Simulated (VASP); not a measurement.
Runs of VASP 6.6.1 on Sc. The structure is that of space group Fm-3m (No. 225), or close to it. The cells are those of the table. 

| cell | gap on the mesh (eV) | pressure (GPa) |
| --- | --- | --- |
| a = 3.212, b = 3.212, c = 3.115 Å, angles 61.0, 61.0, 58.0°, 1 atom | none | 2.3 |
| a = 3.163 Å, angles 60.0°, 1 atom | none | (b) |
| a = 3.139, b = 3.139, c = 3.163 Å, angles 59.7, 59.7, 60.5°, 1 atom | none | 4.2 |
| a = 3.163, b = 3.163, c = 3.115 Å, angles 60.5, 60.5, 59.0°, 1 atom | none | 4.2 |
| a = 3.259 Å, angles 60.0°, 1 atom | none | -1.9 |
| a = 3.187, b = 3.187, c = 3.211 Å, angles 59.8, 59.8, 60.5°, 1 atom | none | 1.2 |
| a = 3.163, b = 3.163, c = 3.211 Å, angles 59.5, 59.5, 61.0°, 1 atom | none | 2.2 |
| a = 3.188, b = 3.188, c = 3.115 Å, angles 60.8, 60.8, 58.5°, 1 atom | none | 3.1 |
| a = 3.187, b = 3.187, c = 3.163 Å, angles 60.3, 60.3, 59.5°, 1 atom | none | 2.2 |
| a = 3.307 Å, angles 60.0°, 1 atom | none | -3.8 |
| a = 3.115 Å, angles 60.0°, 1 atom | none | (a) |
| a = 3.139, b = 3.139, c = 3.115 Å, angles 60.3, 60.3, 59.5°, 1 atom | none | (c) |

Alike in all rows: task single point; level PBEsol; potentials or basis VASP PAW PBE potentials, release 64 (Sc_sv); no spin polarisation; k mesh 18 × 18 × 18; cutoff (eV) 520; smearing gaussian 0.15 eV.

Question: Fill in the values left out.

Answer: (a) 6.3; (b) 3.2; (c) 5.2.

Caveats: the PAW data sets were made with another functional, which shifts forces and pressure a little; the cell stands under pressure (at least some runs); the cell stands under tension (at least some runs).

A gap of «none» marks levels without a gap at the run's occupations.
